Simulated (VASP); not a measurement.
Write the native input for VASP 6.6.1 that does the following.

```yaml
Task: single point
Functional: PBE
Potentials_or_basis: VASP PAW PBE potentials, release 64 (Sr_sv, Cl)
Cutoff: 520 eV
k_mesh: 6 × 6 × 6
Occupations: gaussian, width 0.05 eV
Spin: no spin polarisation
Dipole_correction: no
Further_INCAR_settings: ALGO = Normal; EDIFF = 1e-06; NBANDS = 19
```

The structure of SrCl2 lies in POSCAR:

```
SrCl2
1.0
    0.0000000000      3.9125384253      2.7661646667
    3.9125384253      0.0000000000      2.7661646667
    3.9125384253      3.9125384253      0.0000000000
Sr Cl
1 2
Direct
    0.0000000000      0.0000000000      0.0000000000
    0.2500000000      0.2500000000      0.2500000000
    0.7500000000      0.7500000000      0.7500000000
```

This cell differs from its parent crystal: ratio of the length along z to the lengths across it x 0.707, volume and fractional coordinates fixed.

The input as run:

INCAR

```
ALGO = Normal
EDIFF = 1E-6
ENCUT = 520
GGA = PE
ISIF = 2
ISMEAR = 0
LASPH = True
LCHARG = False
LREAL = False
LWAVE = False
NBANDS = 19
NELM = 60
PREC = Accurate
SIGMA = 0.05
```

KPOINTS

```
k-points
0
Gamma
  6 6 6
```

Potentials or basis: VASP PAW PBE potentials, release 64 (Sr_sv, Cl).

Command:

```bash
$ cat potpaw_PBE.64/Sr_sv/POTCAR potpaw_PBE.64/Cl/POTCAR > POTCAR
$ mpirun -np 1 vasp_std > vasp.out
```

Results of the run:

| Quantity | Value |
| --- | --- |
| Pressure | 4.1 GPa |
| Band gap on the k mesh | 1.54 eV, indirect (least direct gap 1.64 eV) |

It took 33 s on 1 thread of AMD EPYC 9R14 (Zen 4) (shared host), peak memory 0.21 GiB.
